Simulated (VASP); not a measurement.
# Co (P6_3/mmc) in VASP: further runs, part 2 of 2

VASP 6.6.1. Earlier steps stand in the parts before.

### Step 3. Single point, PBE+D3(BJ), collinear spin, ferromagnetic start

This run uses another cell than the first one, of 10.66 Å³/atom.

The input, INCAR:

```
ALGO = Normal
EDIFF = 1E-7
ENCUT = 520
GGA = PE
ISIF = 2
ISMEAR = -1
ISPIN = 2
IVDW = 12
LASPH = True
LCHARG = True
LELF = True
LMAXMIX = 4
LORBIT = 11
LREAL = False
LVHAR = True
LWAVE = False
MAGMOM = 2 2 2 2
NBANDS = 30
NELM = 150
PREC = Accurate
SIGMA = 0.05
```

The input, KPOINTS:

```
k-points
0
Gamma
  12 12 4
```

The input, POSCAR:

```
Co
1.0
    2.4785385615      0.0000000000      0.0000000000
   -1.2392692808      2.1464773585      0.0000000000
    0.0000000000      0.0000000000      8.0137521216
Co
4
Direct
    0.6666666667      0.3333333333      0.7500000000
    0.0000000000      0.0000000000      0.5000000000
    0.3333333333      0.6666666667      0.2500000000
    0.0000000000      0.0000000000      0.0000000000
```

Potentials or basis: VASP PAW PBE potentials, release 64 (Co).

On the command line:

```
$ cat potpaw_PBE.64/Co/POTCAR > POTCAR
$ mpirun -np 1 vasp_std > vasp.out
```

OUTCAR:

```text
EDIFF = 1E-7
   ENCUT = 520
   GGA = PE
   ISIF = 2
   ISMEAR = -1
   ISPIN = 2
   IVDW = 12
   LASPH = True
   LORBIT = 11
   LREAL = False
   NELM = 150
   PREC = Accurate
 IVDW          = 12

 ion  position               nearest neighbor table
   1  0.667  0.333  0.750-   2 2.46   4 2.46   2 2.46   4 2.46   2 2.46   4 2.46
   2  0.000  0.000  0.500-   1 2.46   3 2.46   1 2.46   3 2.46   1 2.46   3 2.46
   3  0.333  0.667  0.250-   2 2.46   4 2.46   2 2.46   4 2.46   2 2.46   4 2.46
   4  0.000  0.000  0.000-   1 2.46   3 2.46   1 2.46   3 2.46   1 2.46   3 2.46

  LATTYP: Found a hexagonal cell.
 ALAT       =     2.4785385615
 C/A-ratio  =     3.2332569870

  Lattice vectors:

 A1 = (   2.4785385615,   0.0000000000,   0.0000000000)
 A2 = (  -1.2392692808,   2.1464773585,   0.0000000000)
 A3 = (   0.0000000000,   0.0000000000,   8.0137521216)

Analysis of symmetry for initial positions (statically):
=====================================================================
 Subroutine PRICEL returns:
 Original cell was already a primitive cell.

 Routine SETGRP: Setting up the symmetry group for a
 hexagonal supercell.

 Subroutine GETGRP returns: Found 24 space group operations
 (whereof 12 operations were pure point group operations)
 out of a pool of 24 trial point group operations.

The static configuration has the point symmetry D_3d.
 The point group associated with its full space group is D_6h.

Analysis of symmetry for dynamics (positions and initial velocities):
=====================================================================
 Subroutine PRICEL returns:
 Original cell was already a primitive cell.

 Routine SETGRP: Setting up the symmetry group for a
 hexagonal supercell.

 Subroutine GETGRP returns: Found 24 space group operations
 (whereof 12 operations were pure point group operations)
 out of a pool of 24 trial point group operations.

The dynamic configuration has the point symmetry D_3d.
 The point group associated with its full space group is D_6h.

Analysis of structural, dynamic, and magnetic symmetry:
=====================================================================
 Subroutine PRICEL returns:
 Original cell was already a primitive cell.

 Routine SETGRP: Setting up the symmetry group for a
 hexagonal supercell.

 Subroutine GETGRP returns: Found 24 space group operations
 (whereof 12 operations were pure point group operations)
 out of a pool of 24 trial point group operations.

The overall configuration has the point symmetry D_3d.
 The point group associated with its full space group is D_6h.

 Subroutine INISYM returns: Found 24 space group operations
 (whereof 12 operations are pure point group operations),
 and found     1 'primitive' translations

----------------------------------------------------------------------------------------

                                     Primitive cell

  volume of cell :      42.6342

  direct lattice vectors                    reciprocal lattice vectors
     2.478538562  0.000000000  0.000000000     0.403463563  0.232939797  0.000000000
    -1.239269281  2.146477358  0.000000000     0.000000000  0.465879594  0.000000000
     0.000000000  0.000000000  8.013752122     0.000000000  0.000000000  0.124785492

[... 85 lines left out ...]
   ENCUT  =  520.0 eV  38.22 Ry    6.18 a.u.   4.61  4.61 14.90*2*pi/ulx,y,z
   NELM   =    150;   NELMIN=  2; NELMDL= -5     # of ELM steps
   EDIFF  = 0.1E-06   stopping-criterion for ELM
   LREAL  =      F    real-space projection
   EDIFFG = 0.1E-05   stopping-criterion for IOM
   NSW    =      0    number of steps for IOM
   IBRION =     -1    ionic relax: 0-MD 1-quasi-New 2-CG
   NFREE  =      0    steps in history (QN), initial steepest desc. (CG)
   ISIF   =      2    stress and relaxation
   ISYM   =      2    0-nonsym 1-usesym 2-fastsym
   POTIM  = 0.5000    time-step for ionic-motion
   TEBEG  =    0.0;   TEEND  =   0.0 temperature during run
   PSTRESS=    0.0 pullay stress
   NELECT =      36.0000    total number of electrons
   NUPDOWN=      -1.0000    fix difference up-down
   EMIN   =  10.00;   EMAX   =-10.00  energy-range for DOS
   EFERMI =   0.00;   METHOD = LEGACY
   ISMEAR =    -1;   SIGMA  =   0.05  broadening in eV -4-tet -1-fermi 0-gaus
   EFERMI_NEDOS =   21; number of points for ismear=-14 and -15
   IALGO  =     38    algorithm
   IMIX   =      4    mixing-type and parameters
     AMIX     =   0.40;   BMIX     =  1.00
     AMIX_MAG =   1.60;   BMIX_MAG =  1.00
  volume/ion in A,a.u.               =      10.66        71.93
  Fermi-wavevector in a.u.,A,eV,Ry     =   1.547354  2.924075 32.576492  2.394305
  Thomas-Fermi vector in A             =   2.652459
   LORBIT       =     11    0 simple, 1 ext, 2 COOP (PROOUT), +10 PAW based schemes
   GGA     = PE    functional components
   LHFCALC =     F    Hartree Fock is set to
   AEXX    =    0.0000 exact exchange contribution
   IVDW    =    12    specifies the selected vdW correction
   LEPSILON=     F    determine dielectric tensor
   LRPA    =     F    only Hartree local field effects (RPA)
 spin polarized calculation
  energy-cutoff  :      520.00
  volume of cell :       42.63
 maximum number of plane-waves:      1166
   NGX =  9   NGY =  9   NGZ = 29

 number of electron      35.9999984 magnetization       6.5586944

 Free energy of the ion-electron system (eV)
  ---------------------------------------------------
  ext. energy  EPLUGINS =         0.00000000
  ---------------------------------------------------
  free energy    TOTEN  =       -28.11963604 eV

  energy without entropy =      -28.08688644  energy(sigma->0) =      -28.10326124

 E-fermi :  10.5665     XC(G=0): -13.5094

 val. band max:       10.5655386178   @ k =   0.4167   0.0833   0.2500
 cond. band min:      10.5713827573   @ k =   0.0833   0.0833   0.2500
 fundamental gap:      0.0058441396
 Fermi energy:        10.5665340137

 spin component 1

 k-point     1 :       0.0000    0.0000    0.0000
  band No.  band energies     occupation
      1       1.4874      1.00000
      2       3.7419      1.00000
      3       3.7707      1.00000
      4       5.2980      1.00000
      5       7.5306      1.00000
      6       7.5638      1.00000
[... 781 lines left out ...]
     29      25.5819      0.00000
     30      26.2451      0.00000

 [... further k-points ...]

 spin component 2

 k-point     1 :       0.0000    0.0000    0.0000
  band No.  band energies     occupation
      1       1.5059      1.00000
      2       3.8471      1.00000
      3       3.8517      1.00000
      4       6.2416      1.00000
      5       8.8838      1.00000
      6       8.9486      1.00000
[... 781 lines left out ...]
     29      25.9536      0.00000
     30      26.6552      0.00000

 [... further k-points ...]

------------------------ aborting loop because EDIFF is reached ----------------------------------------

 Edisp (eV)   -1.69839

 E8    (eV) :    -0.7453

  FORCE on cell =-STRESS in cart. coord.  units (eV):
  Direction    XX          YY          ZZ          XY          YZ          ZX
  --------------------------------------------------------------------------------------
  -------------------------------------------------------------------------------------
  Total      -0.57940    -0.57940    -0.58203     0.00000     0.00000     0.00000
  in kB     -21.77348   -21.77348   -21.87235     0.00000     0.00000     0.00000
  external pressure =      -21.81 kB  Pullay stress =        0.00 kB

 VOLUME and BASIS-vectors are now :
 -----------------------------------------------------------------------------
  energy-cutoff  :      520.00
  volume of cell :       42.63
      direct lattice vectors                 reciprocal lattice vectors
     2.478538562  0.000000000  0.000000000     0.403463563  0.232939797  0.000000000
    -1.239269281  2.146477358  0.000000000     0.000000000  0.465879594  0.000000000
     0.000000000  0.000000000  8.013752122     0.000000000  0.000000000  0.124785492

 POSITION                                       TOTAL-FORCE (eV/Angst)
 -----------------------------------------------------------------------------------
      1.23927      0.71549      6.01031         0.000000     -0.000000      0.000000
      0.00000      0.00000      4.00688        -0.000000      0.000000     -0.000000
     -0.00000      1.43098      2.00344        -0.000000      0.000000     -0.000000
      0.00000      0.00000      0.00000        -0.000000      0.000000     -0.000000
 -----------------------------------------------------------------------------------
    total drift:                                0.000000     -0.000000      0.000000

  FREE ENERGIE OF THE ION-ELECTRON SYSTEM (eV)
  ---------------------------------------------------
  free  energy   TOTEN  =       -29.8180223144 eV

  energy  without entropy=      -29.7852727133  energy(sigma->0) =      -29.80164751

 total charge

# of ion       s       p       d       tot
------------------------------------------
    1        0.498   0.541   7.266   8.305
    2        0.499   0.537   7.274   8.310
    3        0.498   0.541   7.266   8.305
    4        0.499   0.537   7.274   8.310
--------------------------------------------------
tot          1.993   2.157  29.080  33.229

 magnetization (x)

# of ion       s       p       d       tot
------------------------------------------
    1       -0.013  -0.051   1.727   1.663
    2       -0.013  -0.049   1.706   1.644
    3       -0.013  -0.051   1.727   1.663
    4       -0.013  -0.049   1.706   1.644
--------------------------------------------------
tot         -0.052  -0.200   6.867   6.615
```

OSZICAR:

```text
N       E                     dE             d eps       ncg     rms          rms(c)
DAV:   1     0.238679346156E+03    0.23868E+03   -0.15548E+04  7008   0.163E+03
DAV:   2    -0.171253103970E+02   -0.25580E+03   -0.23826E+03  6846   0.310E+02
[... 13 lines left out ...]
DAV:  16    -0.281196355542E+02    0.26978E-05   -0.13681E-05  8938   0.774E-02    0.886E-03
DAV:  17    -0.281196353496E+02    0.20457E-06   -0.12840E-06  8282   0.178E-02    0.577E-03
DAV:  18    -0.281196357485E+02   -0.39886E-06   -0.18416E-07  3980   0.781E-03    0.147E-03
DAV:  19    -0.281196358914E+02   -0.14294E-06   -0.84365E-08  3862   0.258E-03    0.637E-04
DAV:  20    -0.281196360038E+02   -0.11245E-06   -0.22843E-08  3690   0.145E-03    0.292E-04
DAV:  21    -0.281196360388E+02   -0.34957E-07   -0.33448E-09  3654   0.472E-04
   1 F= -.29818022E+02 E0= -.29801648E+02  d E =-.327496E-01  mag=     6.5587
```

stdout:

```text
POSCAR found type information on POSCAR Co
 POSCAR found :  1 types and       4 ions
 scaLAPACK will be used
 LDA part: xc-table for (Slater+PW92), standard interpolation
 POSCAR, INCAR and KPOINTS ok, starting setup
 FFT: planning ... GRIDC
 FFT: planning ... GRID_SOFT
 FFT: planning ... GRID
 WAVECAR not read
 entering main loop
```

Wall time 6.8 min (1 thread of AMD EPYC 7R13, shared host); peak memory 0.21 GiB.

What came out:

```yaml
Free_energy: -29.8180 eV
Pressure: -2.2 GPa
Net_moment: 6.56 μB per cell
Site_moments: Co +1.66, +1.64 (each value once) μB
Valence_electrons_inside_the_program's_atomic_spheres: Co 8.30, 8.31 (each value once)
Dispersion_energy_per_atom: -0.425 eV
```

Caveat: three body term missing.

### Step 4. Single point, BLYP, collinear spin, ferromagnetic start

This run uses another cell than the first one, of 10.47 Å³/atom.

The input, INCAR:

```
AGGAC = 1.0 ; AGGAX = 1.0
ALDAC = 0.0 ; ALDAX = 1.0
ALGO = Normal ; EDIFF = 1E-6
ENCUT = 520 ; GGA = B5
ISIF = 2 ; ISMEAR = -1
ISPIN = 2 ; LASPH = True
LCHARG = False ; LMAXMIX = 4
LORBIT = 11 ; LREAL = False
LWAVE = False ; MAGMOM = 2 2 2 2
NBANDS = 30 ; NELM = 150
PREC = Accurate ; SIGMA = 0.05
```

KPOINTS is that of step 3.

The input, POSCAR:

```
Co
1.0
    2.4539803297      0.0000000000      0.0000000000
   -1.2269901649      2.1252093060      0.0000000000
    0.0000000000      0.0000000000      8.0339487160
Co
4
Direct
    0.6666666667      0.3333333333      0.7500000000
    0.0000000000      0.0000000000      0.5000000000
    0.3333333333      0.6666666667      0.2500000000
    0.0000000000      0.0000000000      0.0000000000
```

On the command line:

```
$ cat potpaw_PBE.64/Co/POTCAR > POTCAR
$ mpirun -np 1 vasp_std > vasp.out
```

It took 8.2 min on 1 thread of Intel Xeon 8259CL, shared host; peak memory 0.23 GiB.

It converged, with:

| Item | Value |
| --- | --- |
| Free energy | -24.0452 eV |
| Pressure | 18.2 GPa |
| Net moment | 6.26 μB per cell |
| Site moments | Co +1.58, +1.56 (each value once) μB |
| Valence electrons inside the program's atomic spheres | Co 8.37 |

Stress tensor (GPa, compression positive):
```
19.31  0.00  0.00
 0.00 19.31  0.00
 0.00  0.00 15.92
```

Levels at points of the mesh, in eV from the Fermi level:
Spin up:
```
           k point  band 18  band 19  band 20  band 21  band 22  band 23  band 24  band 25
(0.00, 0.00, 0.00)    -1.43    -1.43    -1.11    -1.11    -0.69    -0.69    -0.06     6.52
(0.50, 0.00, 0.00)    -0.44    -0.43    -0.41     0.49     1.62     2.74     3.36     7.34
(0.00, 0.00, 0.50)    -1.59    -1.59    -1.59    -0.87    -0.87    -0.87    -0.87     9.59
(0.50, 0.00, 0.50)    -0.58    -0.45    -0.45     1.48     1.48     3.05     3.05     7.69
```
Spin down:
```csv
k point,band 11,band 12,band 13,band 14,band 15,band 16,band 17,band 18
"(0.00, 0.00, 0.00)",-1.22,-0.93,-0.93,-0.89,-0.89,-0.04,0.00,0.00
"(0.50, 0.00, 0.00)",-0.86,-0.14,-0.11,0.75,1.18,1.21,1.21,1.24
"(0.00, 0.00, 0.50)",-1.14,-1.14,-1.03,-1.03,-1.03,-1.03,0.19,0.19
"(0.50, 0.00, 0.50)",-0.79,-0.79,-0.22,-0.22,0.80,0.80,1.20,1.20
```

Caveat: the cell stands under pressure; the PAW data sets were made with another functional, which shifts forces and pressure a little.

### Step 5. Overview

```csv
level,cell,gap on the mesh (eV),pressure (GPa),moment (μB)
PBE+D4,"a = 2.475, b = 2.475, c = 8.006 Å, angles 90.0, 90.0, 120.0°, 4 atoms",none,-0.9,6.55
PBE+D3(BJ),"a = 2.479, b = 2.479, c = 8.014 Å, angles 90.0, 90.0, 120.0°, 4 atoms",none,-2.2,6.56
BLYP,"a = 2.454, b = 2.454, c = 8.034 Å, angles 90.0, 90.0, 120.0°, 4 atoms",none,18.2,6.26
```

Alike in all rows: task single point; potentials or basis VASP PAW PBE potentials, release 64 (Co); spin collinear, ferromagnetic start; k mesh 12 × 12 × 4; cutoff (eV) 520; smearing fermi-dirac 0.05 eV.

Caveats: three body term missing (at least some runs); the cell stands under pressure (at least some runs); the PAW data sets were made with another functional, which shifts forces and pressure a little (at least some runs).

Total energies depend on the potentials used, so only differences within one code and one set of settings carry meaning.
